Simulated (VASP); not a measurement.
Crystal: HfB3N.

```xyz
5
Lattice="3.7805 0.0000 0.0000 0.0000 3.7805 0.0000 0.0000 0.0000 3.7805" Properties=species:S:1:pos:R:3 pbc="T T T"
Hf    0.0000    0.0000    0.0000
B     1.8903    1.8903    0.0000
B     1.8903    0.0000    1.8903
B     0.0000    1.8903    1.8903
N     1.8903    1.8903    1.8903
```

| Quantity | Value |
| --- | --- |
| Program | VASP 6.6.1 |
| Task | relaxation of cell and atoms |
| Functional | PBE |
| Potentials or basis | VASP PAW PBE potentials, release 64 (Hf_pv, B, N) |
| Cutoff | 600 eV |
| k mesh | 4 × 4 × 4 |
| Occupations | gaussian, width 0.1 eV |
| Spin | no spin polarisation |

At the start: pressure -17.7 GPa; volume 10.81 Å³/atom.

**Question.** Where does the relaxation end?

**Answer.** Over 3 steps the energy falls by 77.8 meV/atom and the volume is 9.53 Å³/atom (-11.8 %); space group Pm-3m (No. 221, to 0.05 Å).

The path:
| step | energy change (eV) | largest force (eV/Å) | pressure (GPa) | volume (Å³) |
| --- | --- | --- | --- | --- |
| 1 | 0.0000 | 0.0000 | -17.73 | 54.03 |
| 2 | -0.3117 | 0.0000 | 10.39 | 45.21 |
| 3 | -0.3892 | 0.0000 | 0.08 | 47.66 |

Final structure:
```
Hf B N
1.0
     3.62576    0.00000    0.00000
     0.00000    3.62576    0.00000
     0.00000    0.00000    3.62576
Hf B N
1 3 1
Direct
  0.00000 0.00000 0.00000
  0.50000 0.50000 0.00000
  0.50000 0.00000 0.50000
  0.00000 0.50000 0.50000
  0.50000 0.50000 0.50000
```

Caveat: the k points lie up to 0.43 Å⁻¹ apart in the final cell.
